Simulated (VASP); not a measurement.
# Li2O (Fm-3m) in VASP: notebook, part 2 of 3

VASP 6.6.1.

### 4 Single point, PBE (volume changed by -5%)

Input file INCAR:

```
SYSTEM = Li2O
ALGO = Normal
EDIFF = 1E-6
ENCUT = 750
GGA = PE
GGA_COMPAT = .False.
ISIF = 2
ISMEAR = 0
LASPH = .True.
LCHARG = .True.
LELF = .True.
LREAL = .False.
LVHAR = .True.
LWAVE = .False.
NBANDS = 13
NELM = 120
PREC = Accurate
SIGMA = 0.01
```

Input file KPOINTS:

```
k-points
0
Gamma
  6 6 6
  0 0 0
```

Input file POSCAR:

```
Li2O
1.0
    0.0000000000      2.2476100238      2.2476100238
    2.2476100238      0.0000000000      2.2476100238
    2.2476100238      2.2476100238      0.0000000000
Li O
2 1
Direct
    0.7500000000      0.7500000000      0.7500000000
    0.2500000000      0.2500000000      0.2500000000
    0.0000000000      0.0000000000      0.0000000000
```

Potentials or basis: VASP PAW PBE potentials, release 64 (Li_sv, O).

Launch:

```sh
$ cat potpaw_PBE.64/Li_sv/POTCAR potpaw_PBE.64/O/POTCAR > POTCAR
$ mpirun -np 1 vasp_std > vasp.out
```

OUTCAR:

```text
SYSTEM = Li2O
   EDIFF = 1E-6
   ENCUT = 750
   GGA = PE
   ISIF = 2
   ISMEAR = 0
   LASPH = .True.
   LREAL = .False.
   NELM = 120
   PREC = Accurate

 ion  position               nearest neighbor table
   1  0.750  0.750  0.750-   3 1.95   3 1.95   3 1.95   3 1.95   2 2.25   2 2.25   2 2.25   2 2.25
                             2 2.25   2 2.25
   2  0.250  0.250  0.250-   3 1.95   3 1.95   3 1.95   3 1.95   1 2.25   1 2.25   1 2.25   1 2.25
                             1 2.25   1 2.25
   3  0.000  0.000  0.000-   1 1.95   1 1.95   1 1.95   1 1.95   2 1.95   2 1.95   2 1.95   2 1.95

  LATTYP: Found a face centered cubic cell.
 ALAT       =     4.4952200476

  Lattice vectors:

 A1 = (   0.0000000000,   2.2476100238,   2.2476100238)
 A2 = (   2.2476100238,   0.0000000000,   2.2476100238)
 A3 = (   2.2476100238,   2.2476100238,   0.0000000000)

Analysis of symmetry for initial positions (statically):
=====================================================================
 Subroutine PRICEL returns:
 Original cell was already a primitive cell.

 Routine SETGRP: Setting up the symmetry group for a
 face centered cubic supercell.

 Subroutine GETGRP returns: Found 48 space group operations
[... 174 lines left out ...]
      8      14.2005      0.00000
      9      14.2005      0.00000
     10      14.2005      0.00000
     11      21.6659      0.00000
     12      21.6659      0.00000
     13      21.6659      0.00000
[... 226 lines left out ...]
  band No.  band energies     occupation
      1     -40.8515      2.00000
      2     -40.7823      2.00000
      3     -13.5105      2.00000
      4      -0.1170      2.00000
      5       0.1613      2.00000
      6       0.2323      2.00000
      7       8.4852      0.00000
      8      13.8077      0.00000
      9      16.4910      0.00000
     10      17.2287      0.00000
     11      19.5366      0.00000
     12      22.7512      0.00000
     13      25.0539      0.00000

------------------------ aborting loop because EDIFF is reached ----------------------------------------

  FORCE on cell =-STRESS in cart. coord.  units (eV):
  Direction    XX          YY          ZZ          XY          YZ          ZX
  --------------------------------------------------------------------------------------
  -------------------------------------------------------------------------------------
  Total        1.1175360      1.1175360      1.1175360     -0.0000000      0.0000000      0.0000000
  in kB       78.8459238     78.8459238     78.8459238     -0.0000000      0.0000000      0.0000000
  external PRESSURE =      78.8459238 kB  Pullay stress =       0.0000000 kB

 VOLUME and BASIS-vectors are now :
 -----------------------------------------------------------------------------
  energy-cutoff  :      750.00
  volume of cell :       22.71
      direct lattice vectors                 reciprocal lattice vectors
     0.000000000  2.247610024  2.247610024    -0.222458520  0.222458520  0.222458520
     2.247610024  0.000000000  2.247610024     0.222458520 -0.222458520  0.222458520
     2.247610024  2.247610024  0.000000000     0.222458520  0.222458520 -0.222458520

 POSITION                                       TOTAL-FORCE (eV/Angst)
 -----------------------------------------------------------------------------------
      3.37142      3.37142      3.37142         0.000000      0.000000      0.000000
      1.12381      1.12381      1.12381        -0.000000     -0.000000     -0.000000
      0.00000      0.00000      0.00000        -0.000000      0.000000     -0.000000
 -----------------------------------------------------------------------------------
    total drift:                                0.000000      0.000000      0.000000

  FREE ENERGIE OF THE ION-ELECTRON SYSTEM (eV)
  ---------------------------------------------------
  free  energy   TOTEN  =       -14.3061201351 eV

  energy  without entropy=      -14.3061201351  energy(sigma->0) =      -14.30612014
```

OSZICAR:

```text
N       E                     dE             d eps       ncg     rms          rms(c)
DAV:   1     0.600636783229E+02    0.60064E+02   -0.70824E+03   416   0.128E+03
DAV:   2    -0.989585023866E+01   -0.69960E+02   -0.66670E+02   496   0.271E+02
DAV:   3    -0.160444105896E+02   -0.61486E+01   -0.60972E+01   772   0.597E+01
DAV:   4    -0.161014415799E+02   -0.57031E-01   -0.57023E-01   499   0.770E+00
DAV:   5    -0.161018159054E+02   -0.37433E-03   -0.37432E-03   569   0.468E-01    0.755E+00
DAV:   6    -0.143263320888E+02    0.17755E+01   -0.80281E+00   446   0.154E+01    0.269E+00
DAV:   7    -0.143059986612E+02    0.20333E-01   -0.15437E-01   521   0.292E+00    0.151E+00
DAV:   8    -0.143077204907E+02   -0.17218E-02   -0.64522E-02   526   0.250E+00    0.427E-01
DAV:   9    -0.143057802049E+02    0.19403E-02   -0.62018E-03   501   0.643E-01    0.124E-01
DAV:  10    -0.143061340001E+02   -0.35380E-03   -0.76647E-04   491   0.213E-01    0.448E-02
DAV:  11    -0.143061186030E+02    0.15397E-04   -0.34091E-05   559   0.629E-02    0.121E-02
DAV:  12    -0.143061205888E+02   -0.19858E-05   -0.50211E-06   528   0.223E-02    0.671E-03
DAV:  13    -0.143061201351E+02    0.45372E-06   -0.21974E-06   521   0.133E-02
   1 F= -.14306120E+02 E0= -.14306120E+02  d E =-.862182E-19
```

stdout:

```text
POSCAR found type information on POSCAR LiO
 POSCAR found :  2 types and       3 ions
 scaLAPACK will be used
 LDA part: xc-table for (Slater+PW92), standard interpolation
 POSCAR, INCAR and KPOINTS ok, starting setup
 FFT: planning ... GRIDC
 FFT: planning ... GRID_SOFT
 FFT: planning ... GRID
 WAVECAR not read
 entering main loop
```

Wall time 18 s (1 thread of Intel Xeon 8259CL, shared host); peak memory 0.15 GiB.

Results:

- Free energy: -14.3061 eV
- Pressure: 7.9 GPa
- Band gap on the k mesh: 5.13 eV, indirect (least direct gap 5.89 eV)

Levels at points of the mesh, in eV from the valence-band top:
| k point | band 3 | band 4 | band 5 | band 6 | band 7 | band 8 | band 9 | band 10 |
| --- | --- | --- | --- | --- | --- | --- | --- | --- |
| (0.00, 0.00, 0.00) | -15.58 | 0.00 | 0.00 | 0.00 | 5.89 | 12.41 | 12.41 | 12.41 |
| (0.50, 0.00, 0.00) | -15.35 | -2.97 | -0.49 | -0.49 | 9.76 | 10.66 | 12.52 | 12.52 |
| (0.50, 0.50, 0.00) | -15.31 | -1.66 | -1.52 | -1.52 | 5.13 | 14.33 | 14.33 | 15.83 |

 A k mesh can miss the band edges.

### 5 Single point, PBE (volume changed by +5%)

Input file INCAR:

```
SYSTEM = Li2O
PREC = Accurate
ENCUT = 750
EDIFF = 1E-6
ISMEAR = 0
SIGMA = 0.01
LREAL = .FALSE.
LASPH = .TRUE.
NELM = 120
ALGO = Normal
ISIF = 2
LWAVE = .FALSE.
LCHARG = .FALSE.
GGA = PE
NBANDS = 13
GGA_COMPAT = .FALSE.
```

Input file KPOINTS:

```
Automatic mesh
0
G
  6 6 6
  0 0 0
```

Input file POSCAR:

```
Li2O
1.0
    0.0000000000      2.3238576684      2.3238576684
    2.3238576684      0.0000000000      2.3238576684
    2.3238576684      2.3238576684      0.0000000000
Li O
2 1
Direct
    0.7500000000      0.7500000000      0.7500000000
    0.2500000000      0.2500000000      0.2500000000
    0.0000000000      0.0000000000      0.0000000000
```

Potentials or basis: VASP PAW PBE potentials, release 64 (Li_sv, O).

Launch:

```sh
$ cat potpaw_PBE.64/Li_sv/POTCAR potpaw_PBE.64/O/POTCAR > POTCAR
$ mpirun -np 1 vasp_std > vasp.out
```

OUTCAR:

```text
SYSTEM = Li2O
   PREC = Accurate
   ENCUT = 750
   EDIFF = 1E-6
   ISMEAR = 0
   LREAL = .FALSE.
   LASPH = .TRUE.
   NELM = 120
   ISIF = 2
   GGA = PE

 ion  position               nearest neighbor table
   1  0.750  0.750  0.750-   3 2.01   3 2.01   3 2.01   3 2.01   2 2.32   2 2.32   2 2.32   2 2.32
                             2 2.32   2 2.32
   2  0.250  0.250  0.250-   3 2.01   3 2.01   3 2.01   3 2.01   1 2.32   1 2.32   1 2.32   1 2.32
                             1 2.32   1 2.32
   3  0.000  0.000  0.000-   1 2.01   1 2.01   1 2.01   2 2.01   2 2.01   2 2.01   2 2.01   1 2.01

  LATTYP: Found a face centered cubic cell.
 ALAT       =     4.6477153368

  Lattice vectors:

 A1 = (   0.0000000000,   2.3238576684,   2.3238576684)
 A2 = (   2.3238576684,   0.0000000000,   2.3238576684)
 A3 = (   2.3238576684,   2.3238576684,   0.0000000000)

Analysis of symmetry for initial positions (statically):
=====================================================================
 Subroutine PRICEL returns:
 Original cell was already a primitive cell.

 Routine SETGRP: Setting up the symmetry group for a
 face centered cubic supercell.

 Subroutine GETGRP returns: Found 48 space group operations
 (whereof 48 operations were pure point group operations)
 out of a pool of 48 trial point group operations.

The static configuration has the point symmetry O_h .

Analysis of symmetry for dynamics (positions and initial velocities):
=====================================================================
 Subroutine PRICEL returns:
 Original cell was already a primitive cell.

 Routine SETGRP: Setting up the symmetry group for a
 face centered cubic supercell.

 Subroutine GETGRP returns: Found 48 space group operations
 (whereof 48 operations were pure point group operations)
 out of a pool of 48 trial point group operations.

The dynamic configuration has the point symmetry O_h .

 Subroutine INISYM returns: Found 48 space group operations
 (whereof 48 operations are pure point group operations),
 and found     1 'primitive' translations

----------------------------------------------------------------------------------------

                                     Primitive cell

  volume of cell :      25.0991

  direct lattice vectors                    reciprocal lattice vectors
     0.000000000  2.323857668  2.323857668    -0.215159477  0.215159477  0.215159477
     2.323857668  0.000000000  2.323857668     0.215159477 -0.215159477  0.215159477
     2.323857668  2.323857668  0.000000000     0.215159477  0.215159477 -0.215159477

  length of vectors
     3.286431032  3.286431032  3.286431032     0.372667145  0.372667145  0.372667145

  position of ions in fractional coordinates (direct lattice)
     0.750000000  0.750000000  0.750000000
     0.250000000  0.250000000  0.250000000
     0.000000000  0.000000000  0.000000000

  ion indices of the primitive-cell ions
   primitive index   ion index
                 1           1
                 2           2
                 3           3

----------------------------------------------------------------------------------------

 KPOINTS: Automatic mesh

[... 40 lines left out ...]
   k-points           NKPTS =     16   k-points in BZ     NKDIM =     16   number of bands    NBANDS=     13
   number of dos      NEDOS =    301   number of ions     NIONS =      3
   total plane-waves  NPLWV =  27000
   dimension x,y,z NGX =    30 NGY =   30 NGZ =   30
   dimension x,y,z NGXF=    60 NGYF=   60 NGZF=   60
   ions per type =               2   1
   NGX,Y,Z   is equivalent  to a cutoff of  15.18, 15.18, 15.18 a.u.
   NGXF,Y,Z  is equivalent  to a cutoff of  30.35, 30.35, 30.35 a.u.
 SYSTEM =  Li2O
   PREC   = accura    normal or accurate (medium, high low for compatibility)
   ISTART =      0    job   : 0-new  1-cont  2-samecut
   ICHARG =      2    charge: 1-file 2-atom 10-const
   ISPIN  =      1    spin polarized calculation?
   LNONCOLLINEAR =      F non collinear calculations
   LSORBIT =      F    spin-orbit coupling
   LASPH  =      T    aspherical Exc in radial PAW
   ENCUT  =  750.0 eV  55.12 Ry    7.42 a.u.   7.34  7.34  7.34*2*pi/ulx,y,z
   NELM   =    120;   NELMIN=  2; NELMDL= -5     # of ELM steps
   EDIFF  = 0.1E-05   stopping-criterion for ELM
   LREAL  =      F    real-space projection
   EDIFFG = 0.1E-04   stopping-criterion for IOM
   NSW    =      0    number of steps for IOM
   IBRION =     -1    ionic relax: 0-MD 1-quasi-New 2-CG
   NFREE  =      0    steps in history (QN), initial steepest desc. (CG)
   ISIF   =      2    stress and relaxation
   ISYM   =      2    0-nonsym 1-usesym 2-fastsym
   POTIM  = 0.5000    time-step for ionic-motion
   TEBEG  =    0.0;   TEEND  =   0.0 temperature during run
   PSTRESS=    0.0 pullay stress
   NELECT =      12.0000    total number of electrons
   NUPDOWN=      -1.0000    fix difference up-down
   EMIN   =  10.00;   EMAX   =-10.00  energy-range for DOS
   EFERMI =   0.00;   METHOD = LEGACY
   ISMEAR =     0;   SIGMA  =   0.01  broadening in eV -4-tet -1-fermi 0-gaus
   EFERMI_NEDOS =   21; number of points for ismear=-14 and -15
   IALGO  =     38    algorithm
   IMIX   =      4    mixing-type and parameters
     AMIX     =   0.40;   BMIX     =  1.00
     AMIX_MAG =   1.60;   BMIX_MAG =  1.00
  volume/ion in A,a.u.               =       8.37        56.46
  Fermi-wavevector in a.u.,A,eV,Ry     =   1.280115  2.419067 22.295798  1.638695
  Thomas-Fermi vector in A             =   2.412562
   LORBIT       =      0    0 simple, 1 ext, 2 COOP (PROOUT), +10 PAW based schemes
   GGA     = PE    functional components
   LHFCALC =     F    Hartree Fock is set to
   AEXX    =    0.0000 exact exchange contribution
   IVDW    =     0    specifies the selected vdW correction
   LEPSILON=     F    determine dielectric tensor
   LRPA    =     F    only Hartree local field effects (RPA)
 non-spin polarized calculation
 Gauss-broadening in eV      SIGMA  =   0.01
  energy-cutoff  :      750.00
  volume of cell :       25.10
 maximum number of plane-waves:      1211
 NGX is ok and might be reduce to    30
   NGX = 15   NGY = 15   NGZ = 15

 number of electron      11.9999998 magnetization

 Free energy of the ion-electron system (eV)
  ---------------------------------------------------
  ext. energy  EPLUGINS =         0.00000000
  ---------------------------------------------------
  free energy    TOTEN  =       -14.35511318 eV

  energy without entropy =      -14.35511318  energy(sigma->0) =      -14.35511318

 E-fermi :   1.4419     XC(G=0):  -9.6760

 val. band max:        1.2383987267   @ k =   0.0000   0.0000   0.0000
 cond. band min:       6.1818322312   @ k =   0.5000   0.5000   0.0000
 fundamental gap:      4.9434335045
 Fermi energy:         1.4418949006

 k-point     1 :       0.0000    0.0000    0.0000
  band No.  band energies     occupation
      1     -41.7805      2.00000
      2     -41.4697      2.00000
      3     -14.1801      2.00000
      4       1.2384      2.00000
      5       1.2384      2.00000
      6       1.2384      2.00000
      7       6.3728      0.00000
      8      13.0707      0.00000
      9      13.0707      0.00000
     10      13.0707      0.00000
     11      20.0475      0.00000
     12      20.0475      0.00000
     13      20.0475      0.00000
[... 226 lines left out ...]
  band No.  band energies     occupation
      1     -41.6339      2.00000
      2     -41.5832      2.00000
      3     -13.8997      2.00000
      4      -0.4420      2.00000
      5      -0.2874      2.00000
      6      -0.1696      2.00000
      7       7.6157      0.00000
      8      12.4296      0.00000
      9      14.8602      0.00000
     10      15.4140      0.00000
     11      17.8537      0.00000
     12      21.0024      0.00000
     13      22.9531      0.00000

------------------------ aborting loop because EDIFF is reached ----------------------------------------

  FORCE on cell =-STRESS in cart. coord.  units (eV):
  Direction    XX          YY          ZZ          XY          YZ          ZX
  --------------------------------------------------------------------------------------
  -------------------------------------------------------------------------------------
  Total       -0.2240047     -0.2240047     -0.2240047     -0.0000000      0.0000000     -0.0000000
  in kB      -14.2991176    -14.2991176    -14.2991176     -0.0000000      0.0000000     -0.0000000
  external PRESSURE =     -14.2991176 kB  Pullay stress =       0.0000000 kB

 VOLUME and BASIS-vectors are now :
 -----------------------------------------------------------------------------
  energy-cutoff  :      750.00
  volume of cell :       25.10
      direct lattice vectors                 reciprocal lattice vectors
     0.000000000  2.323857668  2.323857668    -0.215159477  0.215159477  0.215159477
     2.323857668  0.000000000  2.323857668     0.215159477 -0.215159477  0.215159477
     2.323857668  2.323857668  0.000000000     0.215159477  0.215159477 -0.215159477

 POSITION                                       TOTAL-FORCE (eV/Angst)
 -----------------------------------------------------------------------------------
      3.48579      3.48579      3.48579        -0.000000     -0.000000     -0.000000
      1.16193      1.16193      1.16193         0.000000      0.000000      0.000000
      0.00000      0.00000      0.00000        -0.000000     -0.000000      0.000000
 -----------------------------------------------------------------------------------
    total drift:                                0.000000     -0.000000      0.000000

  FREE ENERGIE OF THE ION-ELECTRON SYSTEM (eV)
  ---------------------------------------------------
  free  energy   TOTEN  =       -14.3551131776 eV

  energy  without entropy=      -14.3551131776  energy(sigma->0) =      -14.35511318
```

OSZICAR:

```text
N       E                     dE             d eps       ncg     rms          rms(c)
DAV:   1     0.578761750806E+02    0.57876E+02   -0.72955E+03   416   0.127E+03
DAV:   2    -0.101075551854E+02   -0.67984E+02   -0.64281E+02   502   0.257E+02
DAV:   3    -0.160357731926E+02   -0.59282E+01   -0.58782E+01   735   0.565E+01
DAV:   4    -0.161261995475E+02   -0.90426E-01   -0.90413E-01   490   0.805E+00
DAV:   5    -0.161269047283E+02   -0.70518E-03   -0.70518E-03   574   0.560E-01    0.746E+00
DAV:   6    -0.143946673223E+02    0.17322E+01   -0.84974E+00   451   0.153E+01    0.288E+00
DAV:   7    -0.143583193604E+02    0.36348E-01   -0.20001E-01   511   0.307E+00    0.150E+00
DAV:   8    -0.143568350378E+02    0.14843E-02   -0.70301E-02   536   0.260E+00    0.450E-01
DAV:   9    -0.143547214732E+02    0.21136E-02   -0.59210E-03   509   0.646E-01    0.139E-01
DAV:  10    -0.143551379976E+02   -0.41652E-03   -0.95116E-04   476   0.236E-01    0.566E-02
DAV:  11    -0.143551112827E+02    0.26715E-04   -0.49207E-05   559   0.756E-02    0.133E-02
DAV:  12    -0.143551135577E+02   -0.22750E-05   -0.65100E-06   523   0.250E-02    0.658E-03
DAV:  13    -0.143551131776E+02    0.38013E-06   -0.26052E-06   516   0.138E-02
   1 F= -.14355113E+02 E0= -.14355113E+02  d E =0.000000E+00
```

Run time: 14 s. Hardware: 1 thread of Intel Xeon 8259CL, shared host; peak memory 0.16 GiB.

What came out:

```
Free energy            : -14.3551 eV
Pressure               : -1.4 GPa
Band gap on the k mesh : 4.94 eV, indirect (least direct gap 5.13 eV)
```

Levels at points of the mesh, in eV from the valence-band top:
```
           k point  band 3  band 4  band 5  band 6  band 7  band 8  band 9  band 10
(0.00, 0.00, 0.00)  -15.42    0.00    0.00    0.00    5.13   11.83   11.83    11.83
(0.50, 0.00, 0.00)  -15.19   -2.73   -0.44   -0.44    9.09    9.63   11.96    11.96
(0.50, 0.50, 0.00)  -15.15   -1.59   -1.35   -1.35    4.94   13.37   13.37    14.48
```

 A k mesh can miss the band edges.

[end of part 2 of 3]
